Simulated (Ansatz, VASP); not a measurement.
Two plane-wave programs on GaN

```xyz
4
Lattice="3.4256 0.0000 0.0000 -1.7128 2.9666 0.0000 0.0000 0.0000 4.4519" Properties=species:S:1:pos:R:3 pbc="T T T"
Ga    0.0000    1.9777    0.0000
Ga    1.7128    0.9889    2.2260
N     0.0000    1.9777    1.6695
N     1.7128    0.9889    3.8954
```

Alike in both runs: task single point; functional PBE; k mesh 12 × 12 × 6; occupations gaussian, width 0.05 eV; no spin polarisation.

|  | VASP | Ansatz |
| --- | --- | --- |
| version | VASP 6.6.1 | Ansatz 0.2.0 |
| potentials or method | VASP PAW PBE potentials, release 64 (Ga_d, N), cutoff 520 eV | scalar-relativistic, plane waves, PAW |
| valence electrons in the cell | 36 | 36 |

```csv
,VASP,Ansatz,Ansatz less VASP
gap on the k mesh at the Fermi level (eV),1.93,1.92,-0.005
least direct gap on the mesh (eV),1.93,1.92,-0.005
pressure (GPa),24.5,24.9,+0.35
"traceless stress, the component that is largest in VASP (GPa)",73.47,74.70,+1.227
rms of the force components (eV/Å),3.482,3.581,+0.0984
```

Atom by atom the forces differ by 0.098 eV/Å (rms over components).
